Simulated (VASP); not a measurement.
A run of VASP 6.6.1 is set up as follows.

File INCAR:

```
PREC     = Accurate       # precision mode
ENCUT    = 500            # plane-wave cutoff, eV
EDIFF    = 1E-7           # SCF threshold, eV
ISMEAR   = 0              # smearing method
SIGMA    = 0.05           # smearing width, eV
LREAL    = False          # projectors in reciprocal space
LASPH    = True           # aspherical terms in the spheres
NELM     = 120            # most SCF steps
ALGO     = Normal         # electronic algorithm
ISIF     = 3              # what is computed and relaxed
LWAVE    = False          # write WAVECAR
LCHARG   = False          # write CHGCAR
GGA      = PS             # functional
IBRION   = 2              # ionic algorithm
NSW      = 80             # ionic steps
EDIFFG   = -0.03          # ionic threshold
GGA_COMPAT= False        
NELMIN   = 4
```

The input KPOINTS:

```
Automatic mesh
0
Gamma
  21 21 21
```

The input POSCAR:

```
Rh
1.0
    0.0000000000      1.9000000000      1.9000000000
    1.9000000000      0.0000000000      1.9000000000
    1.9000000000      1.9000000000      0.0000000000
Rh
1
Direct
    0.0000000000      0.0000000000      0.0000000000
```

Potentials or basis: VASP PAW PBE potentials, release 64 (Rh_pv).

Launch:

```console
$ cat potpaw_PBE.64/Rh_pv/POTCAR > POTCAR
$ mpirun -np 1 vasp_std > vasp.out
```

Question: What does it give for the relaxed volume?

Answer: 13.50 Å³/atom.

Question: Estimate the relaxed cell.

Answer: a = 2.673 Å, b = 2.673 Å, c = 2.673 Å, α = 60.00°, β = 60.00°, γ = 60.00°.

Question: Predict the band gap on the k mesh.

Answer: Zero (an odd number of electrons rules out a gap without spin polarisation).

Final structure:
```yaml
crystal:
  lattice:
    - [0.00000, 1.88988, 1.88988]
    - [1.88988, 0.00000, 1.88988]
    - [1.88988, 1.88988, 0.00000]
  atoms:
    - { symbol: Rh, position: [0.00000, 0.00000, 0.00000] }
```

Caveat: the PAW data sets were made with another functional, which shifts forces and pressure a little.
